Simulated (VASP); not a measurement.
A run of VASP 6.6.1 is set up as follows.

File INCAR:

```
SYSTEM = Te2Mo
PREC = Accurate
ENCUT = 520
EDIFF = 1E-7
ISMEAR = -1
SIGMA = 0.05
LREAL = .False.
LASPH = .True.
NELM = 60
ALGO = Normal
ISIF = 2
LWAVE = .False.
LCHARG = .False.
GGA = RE
IVDW = 13
NBANDS = 35
```

File KPOINTS:

```
regular mesh
0
Gamma
  4 8 1
  0 0 0
```

File POSCAR:

```
Te2Mo
1.0
    6.4863781235      0.0000000000      0.0000000000
    0.0000000000      3.5486635872      0.0000000000
   -0.0874228505      0.0000000000     36.8854017842
Te Mo
4 2
Direct
    0.4292511000      0.7500000000      0.5407035800
    0.5707489000      0.2500000000      0.4592964200
    0.9208478700      0.2500000000      0.5565273200
    0.0791521300      0.7500000000      0.4434726800
    0.1813475600      0.2500000000      0.4974653700
    0.8186524400      0.7500000000      0.5025346300
```

Potentials or basis: VASP PAW PBE potentials, release 64 (Te, Mo_sv).

The run is started by

```sh
$ cat potpaw_PBE.64/Te/POTCAR potpaw_PBE.64/Mo_sv/POTCAR > POTCAR
$ mpirun -np 1 vasp_std > vasp.out
```

Estimate the dispersion energy per atom.

-0.659 eV.

Estimate the band gap on the k mesh.

zero (bands 26 and 27 overlap by 0.13 eV).

Predict the largest force.

0.771 eV/Å.

Forces on the atoms (eV/Å):
```
Te  -0.017  0.000 -0.548
Te   0.017  0.000  0.548
Te   0.012  0.000 -0.771
Te  -0.012  0.000  0.771
Mo  -0.085  0.000 -0.028
Mo   0.085  0.000  0.028
```

Caveat: the PAW data sets were made with another functional, which shifts forces and pressure a little; spin-orbit coupling is left out, which moves the levels of the heavy elements.
